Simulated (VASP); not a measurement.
# TiC (Immm) in VASP: single point with r2SCAN

Aim: the single point of TiC with r2SCAN.

Everything below comes from runs of VASP 6.6.1. Logs are shortened: lines on timing, memory, paths and dates and some standing lists are left out, and cuts for length are marked.

## (1) The cell of the first run

Symmetry: Immm, No. 71, orthorhombic system. The conventional cell has a = 2.917 Å, b = 3.204 Å, c = 4.328 Å, α = 90.00°, β = 90.00°, γ = 90.00°. Within 3.3 Å of Ti (site symmetry mmm) lie 6 C at 2.16 to 2.17 Å and 12 Ti at 2.92 to 3.20 Å. C (site symmetry mmm) has 6 Ti at 2.16 to 2.17 Å and 12 C at 2.92 to 3.20 Å within 3.3 Å.

## (2) Single point, r2SCAN (strain +0.0937 x Voigt [0, 0, 0, 0, 0, 1])

POSCAR

```
TiC
1.0
    0.1013834000      2.1640000000      2.1640000000
    2.1640000000      0.1013834000      2.1640000000
    2.2653834000      2.2653834000      0.0000000000
Ti C
1 1
Direct
    0.0000000000      0.0000000000      0.0000000000
    0.5000000000      0.5000000000      0.5000000000
```

INCAR.step1

```
SYSTEM = TiC
ALGO     = Normal         ! electronic algorithm
EDIFF    = 1E-4           ! SCF threshold, eV
ENCUT    = 520            ! plane-wave cutoff, eV
GGA      = PE             ! functional
ISMEAR   = 0              ! smearing method
LASPH    = .True.         ! aspherical terms in the spheres
LCHARG   = .False.        ! write CHGCAR
LREAL    = .False.        ! projectors in reciprocal space
LWAVE    = .True.         ! write WAVECAR
NBANDS   = 15             ! bands
NELM     = 100            ! most SCF steps
PREC     = Accurate       ! precision mode
SIGMA    = 0.15           ! smearing width, eV
```

INCAR.step2

```
SYSTEM = TiC
ALGO     = Normal         ! electronic algorithm
EDIFF    = 1E-6           ! SCF threshold, eV
ENCUT    = 520            ! plane-wave cutoff, eV
ISIF     = 2              ! what is computed and relaxed
ISMEAR   = 0              ! smearing method
ISTART   = 1            
LASPH    = .True.         ! aspherical terms in the spheres
LCHARG   = .False.        ! write CHGCAR
LMIXTAU  = .True.       
LREAL    = .False.        ! projectors in reciprocal space
LWAVE    = .False.        ! write WAVECAR
METAGGA  = R2SCAN         ! meta-GGA
NBANDS   = 15             ! bands
NELM     = 100            ! most SCF steps
PREC     = Accurate       ! precision mode
SIGMA    = 0.15           ! smearing width, eV
```

KPOINTS

```
k-points
0
Gamma
  18 18 18
  0 0 0
```

Potentials or basis: VASP PAW PBE potentials, release 64 (Ti_sv, C).

The run is started by

```
$ cat potpaw_PBE.64/Ti_sv/POTCAR potpaw_PBE.64/C/POTCAR > POTCAR
$ cp INCAR.step1 INCAR
$ mpirun -np 1 vasp_std > vasp.out
$ cp INCAR.step2 INCAR
$ mpirun -np 1 vasp_std > vasp.out
```

OUTCAR:

```text
SYSTEM = TiC
   EDIFF = 1E-6
   ENCUT = 520
   ISIF = 2
   ISMEAR = 0
   ISTART = 1
   LASPH = .True.
   LREAL = .False.
   METAGGA = R2SCAN
   NELM = 100
   PREC = Accurate

 ion  position               nearest neighbor table
   1  0.000  0.000  0.000-   2 2.16   2 2.16   2 2.17   2 2.17   2 2.17   2 2.17
   2  0.500  0.500  0.500-   1 2.16   1 2.16   1 2.17   1 2.17   1 2.17   1 2.17

  LATTYP: Found a body centered orthorhombic cell.
 ALAT       =     2.9169803697
 B/A-ratio  =     1.0983056182
 C/A-ratio  =     1.4837261316

  Lattice vectors:

 A1 = (   2.1640000000,   0.1013834000,  -2.1640000000)
 A2 = (  -2.1640000000,  -0.1013834000,  -2.1640000000)
 A3 = (   0.1013834000,   2.1640000000,   2.1640000000)

Analysis of symmetry for initial positions (statically):
=====================================================================
 Subroutine PRICEL returns:
 Original cell was already a primitive cell.

 Routine SETGRP: Setting up the symmetry group for a
 body centered orthorhombic supercell.

 Subroutine GETGRP returns: Found  8 space group operations
 (whereof  8 operations were pure point group operations)
 out of a pool of  8 trial point group operations.

The static configuration has the point symmetry D_2h.

Analysis of symmetry for dynamics (positions and initial velocities):
=====================================================================
 Subroutine PRICEL returns:
 Original cell was already a primitive cell.

 Routine SETGRP: Setting up the symmetry group for a
 body centered orthorhombic supercell.

 Subroutine GETGRP returns: Found  8 space group operations
 (whereof  8 operations were pure point group operations)
 out of a pool of  8 trial point group operations.

The dynamic configuration has the point symmetry D_2h.

 Subroutine INISYM returns: Found  8 space group operations
 (whereof  8 operations are pure point group operations),
 and found     1 'primitive' translations

----------------------------------------------------------------------------------------

                                     Primitive cell

  volume of cell :      20.2231

  direct lattice vectors                    reciprocal lattice vectors
     0.101383400  2.164000000  2.164000000    -0.242410538  0.242410538  0.231053604
     2.164000000  0.101383400  2.164000000     0.242410538 -0.242410538  0.231053604
     2.265383400  2.265383400  0.000000000     0.220713191  0.220713191 -0.231053604

  length of vectors
     3.062037001  3.062037001  3.203735928     0.413414448  0.413414448  0.388348289

  position of ions in fractional coordinates (direct lattice)
     0.000000000  0.000000000  0.000000000
     0.500000000  0.500000000  0.500000000

  ion indices of the primitive-cell ions
   primitive index   ion index
                 1           1
                 2           2

----------------------------------------------------------------------------------------

 KPOINTS: k-points

Automatic generation of k-mesh.
 Grid dimensions read from file:
 generate k-points for:   18   18   18

 Generating k-lattice:

  Cartesian coordinates                     Fractional coordinates (reciprocal lattice)
    -0.013467252  0.013467252  0.012836311     0.055555556  0.000000000  0.000000000
     0.013467252 -0.013467252  0.012836311     0.000000000  0.055555556  0.000000000
     0.012261844  0.012261844 -0.012836311    -0.000000000 -0.000000000  0.055555556

  Length of vectors
     0.022967469  0.022967469  0.021574905

  Shift w.r.t. Gamma in fractional coordinates (k-lattice)
     0.000000000  0.000000000  0.000000000

 Subroutine IBZKPT returns following result:
 ===========================================

 Found    865 irreducible k-points:

 Following reciprocal coordinates:
            Coordinates               Weight
  0.000000  0.000000  0.000000      1.000000
  0.055556 -0.000000  0.000000      4.000000
  0.111111 -0.000000  0.000000      4.000000
  0.166667  0.000000  0.000000      4.000000
  0.222222 -0.000000  0.000000      4.000000
  0.277778 -0.000000  0.000000      4.000000
[... 16 lines left out ...]
 -0.277778  0.055556  0.000000      4.000000
 -0.222222  0.055556  0.000000      4.000000
 [... further k-points ...]
   k-points           NKPTS =    865   k-points in BZ     NKDIM =    865   number of bands    NBANDS=     15
   number of dos      NEDOS =    301   number of ions     NIONS =      2
   total plane-waves  NPLWV =  13824
   dimension x,y,z NGX =    24 NGY =   24 NGZ =   24
   dimension x,y,z NGXF=    48 NGYF=   48 NGZF=   48
   ions per type =               1   1
   NGX,Y,Z   is equivalent  to a cutoff of  13.03, 13.03, 12.45 a.u.
   NGXF,Y,Z  is equivalent  to a cutoff of  26.06, 26.06, 24.91 a.u.
 SYSTEM =  TiC
   PREC   = accura    normal or accurate (medium, high low for compatibility)
   ISTART =      1    job   : 0-new  1-cont  2-samecut
   ICHARG =      0    charge: 1-file 2-atom 10-const
   ISPIN  =      1    spin polarized calculation?
   LNONCOLLINEAR =      F non collinear calculations
   LSORBIT =      F    spin-orbit coupling
   LASPH  =      T    aspherical Exc in radial PAW
   ENCUT  =  520.0 eV  38.22 Ry    6.18 a.u.   5.69  5.69  5.96*2*pi/ulx,y,z
   NELM   =    100;   NELMIN=  2; NELMDL=  0     # of ELM steps
   EDIFF  = 0.1E-05   stopping-criterion for ELM
   LREAL  =      F    real-space projection
   EDIFFG = 0.1E-04   stopping-criterion for IOM
   NSW    =      0    number of steps for IOM
   IBRION =     -1    ionic relax: 0-MD 1-quasi-New 2-CG
   NFREE  =      0    steps in history (QN), initial steepest desc. (CG)
   ISIF   =      2    stress and relaxation
   ISYM   =      2    0-nonsym 1-usesym 2-fastsym
   POTIM  = 0.5000    time-step for ionic-motion
   TEBEG  =    0.0;   TEEND  =   0.0 temperature during run
   PSTRESS=    0.0 pullay stress
   NELECT =      16.0000    total number of electrons
   NUPDOWN=      -1.0000    fix difference up-down
   EMIN   =  10.00;   EMAX   =-10.00  energy-range for DOS
   EFERMI =   0.00;   METHOD = LEGACY
   ISMEAR =     0;   SIGMA  =   0.15  broadening in eV -4-tet -1-fermi 0-gaus
   EFERMI_NEDOS =   21; number of points for ismear=-14 and -15
   IALGO  =     38    algorithm
   IMIX   =      4    mixing-type and parameters
     AMIX     =   0.40;   BMIX     =  1.00
     AMIX_MAG =   1.60;   BMIX_MAG =  1.00
  volume/ion in A,a.u.               =      10.11        68.24
  Fermi-wavevector in a.u.,A,eV,Ry     =   1.514139  2.861307 31.192935  2.292616
  Thomas-Fermi vector in A             =   2.623836
   LORBIT       =      0    0 simple, 1 ext, 2 COOP (PROOUT), +10 PAW based schemes
   METAGGA = R2SCAN    functional components
   LHFCALC =     F    Hartree Fock is set to
   AEXX    =    0.0000 exact exchange contribution
   IVDW    =     0    specifies the selected vdW correction
   LEPSILON=     F    determine dielectric tensor
   LRPA    =     F    only Hartree local field effects (RPA)
 non-spin polarized calculation
 Gauss-broadening in eV      SIGMA  =   0.15
  energy-cutoff  :      520.00
  volume of cell :       20.22
 maximum number of plane-waves:       562
   NGX = 11   NGY = 11   NGZ = 11

 number of electron      16.0000001 magnetization

 Free energy of the ion-electron system (eV)
  ---------------------------------------------------
  ext. energy  EPLUGINS =         0.00000000
  ---------------------------------------------------
  free energy    TOTEN  =       -24.76591862 eV

  energy without entropy =      -24.76320807  energy(sigma->0) =      -24.76456335

 E-fermi :   9.6142     XC(G=0): -13.6189

 val. band max:        9.6109875698   @ k =   0.2222   0.2222   0.0556
 cond. band min:       9.6238333257   @ k =   0.1667   0.1667   0.0000
 fundamental gap:      0.0128457559
 Fermi energy:         9.6141889137

 k-point     1 :       0.0000    0.0000    0.0000
  band No.  band energies     occupation
      1     -49.4083      2.00000
      2     -24.4112      2.00000
      3     -24.3863      2.00000
      4     -24.3415      2.00000
      5      -3.6938      2.00000
      6       9.9812      0.00054
      7      10.2577      0.00000
      8      10.8194      0.00000
      9      10.8941      0.00000
     10      11.1603      0.00000
     11      11.3571      0.00000
     12      11.3641      0.00000
     13      11.7136      0.00000
     14      20.8381      0.00000
     15      24.4889      0.00000

 k-point     2 :       0.0556   -0.0000    0.0000
  band No.  band energies     occupation
      1     -49.4055      2.00000
      2     -24.4123      2.00000
      3     -24.3933      2.00000
      4     -24.3551      2.00000
      5      -3.6174      2.00000
      6       9.7760      0.12720
      7      10.1454      0.00000
      8      10.3532      0.00000
      9      10.3685      0.00000
     10      10.7191      0.00000
     11      11.6886      0.00000
     12      12.1264      0.00000
     13      12.3891      0.00000
     14      20.9805      0.00000
     15      24.5173      0.00000

 k-point     3 :       0.1111   -0.0000    0.0000
  band No.  band energies     occupation
      1     -49.3974      2.00000
      2     -24.4301      2.00000
      3     -24.4157      2.00000
      4     -24.3777      2.00000
      5      -3.3918      2.00000
      6       9.0206      2.00000
      7       9.4538      1.86955
      8       9.5604      1.38791
      9      10.4162      0.00000
     10      10.7246      0.00000
     11      11.9662      0.00000
     12      13.1656      0.00000
     13      13.3587      0.00000
     14      21.3379      0.00000
     15      24.5427      0.00000
[... 343 lines left out ...]
 k-point    23 :      -0.2778    0.0556    0.0000
  band No.  band energies     occupation
      1     -49.3449      2.00000
      2     -24.7477      2.00000
      3     -24.4404      2.00000
      4     -24.4270      2.00000
      5      -1.6947      2.00000
      6       5.9386      2.00000
      7       6.6170      2.00000
      8       7.5403      2.00000
      9      11.4053      0.00000
     10      12.0082      0.00000
     11      13.0310      0.00000
     12      15.8558      0.00000
     13      17.0293      0.00000
     14      20.7106      0.00000
     15      25.3765      0.00000

 k-point    24 :      -0.2222    0.0556    0.0000
  band No.  band energies     occupation
      1     -49.3607      2.00000
      2     -24.6506      2.00000
      3     -24.4272      2.00000
      4     -24.4197      2.00000
      5      -2.2908      2.00000
      6       6.9530      2.00000
      7       7.1277      2.00000
      8       8.1100      2.00000
      9      10.9733      0.00000
     10      11.6683      0.00000
     11      12.6163      0.00000
     12      15.0242      0.00000
     13      16.1580      0.00000
     14      21.5019      0.00000
     15      24.7951      0.00000

 [... further k-points ...]
[... 5 lines left out ...]
  --------------------------------------------------------------------------------------
  -------------------------------------------------------------------------------------
  Total        0.2263996      0.2263996      0.1280326     -2.2084626      0.0000000      0.0000000
  in kB       17.9365414     17.9365414     10.1434028   -174.9657959      0.0000000      0.0000000
  external PRESSURE =      15.3388285 kB  Pullay stress =       0.0000000 kB

 VOLUME and BASIS-vectors are now :
 -----------------------------------------------------------------------------
  energy-cutoff  :      520.00
  volume of cell :       20.22
      direct lattice vectors                 reciprocal lattice vectors
     0.101383400  2.164000000  2.164000000    -0.242410538  0.242410538  0.231053604
     2.164000000  0.101383400  2.164000000     0.242410538 -0.242410538  0.231053604
     2.265383400  2.265383400  0.000000000     0.220713191  0.220713191 -0.231053604

 POSITION                                       TOTAL-FORCE (eV/Angst)
 -----------------------------------------------------------------------------------
      0.00000      0.00000      0.00000         0.000000     -0.000000      0.000000
      2.26538      2.26538      2.16400        -0.000000      0.000000      0.000000
 -----------------------------------------------------------------------------------
    total drift:                                0.000000     -0.000000     -0.000000

  FREE ENERGIE OF THE ION-ELECTRON SYSTEM (eV)
  ---------------------------------------------------
  free  energy   TOTEN  =       -24.7659186156 eV

  energy  without entropy=      -24.7632080748  energy(sigma->0) =      -24.76456335
```

Run time: 19 min. Hardware: 1 thread of Oxide Virtual Turin-like, shared host; peak memory 0.34 GiB.

What came out:

```yaml
Free_energy: -24.7659 eV
Pressure: 1.5 GPa
Band_gap_on_the_k_mesh: zero (bands 8 and 9 overlap by 1.63 eV)
```

Caveat: the cell differs from its parent crystal (strain +0.0937 x Voigt [0, 0, 0, 0, 0, 1]); the PAW data sets were made with another functional, which shifts forces and pressure a little.
